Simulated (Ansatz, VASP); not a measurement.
# CdSe: VASP beside Ansatz

```
CELL_PARAMETERS angstrom
0.00000 3.04966 3.04966
3.04966 0.00000 3.04966
3.04966 3.04966 0.00000
ATOMIC_POSITIONS crystal
Cd 0.00000 0.00000 0.00000
Se 0.25000 0.25000 0.25000
```

Change from the starting cell: volume scaled by 0.98, crystal datasets.

Alike in both runs: task electric field gradients; functional PBE; k mesh 8 × 8 × 8; occupations fermi-dirac, width 0.03 eV; no spin polarisation.

|  | VASP | Ansatz |
| --- | --- | --- |
| version | VASP 6.6.1 | Ansatz 0.2.0 |
| potentials or method | VASP PAW PBE potentials, release 64 (Cd, Se), cutoff 520 eV | all-electron PAW with datasets made for the crystal, scalar-relativistic |

|  | VASP | Ansatz | Ansatz less VASP |
| --- | --- | --- | --- |
| pressure (GPa) | 2.7 | 2.4 | -0.29 |

Ansatz ran all-electron here, and VASP with PAW potentials.
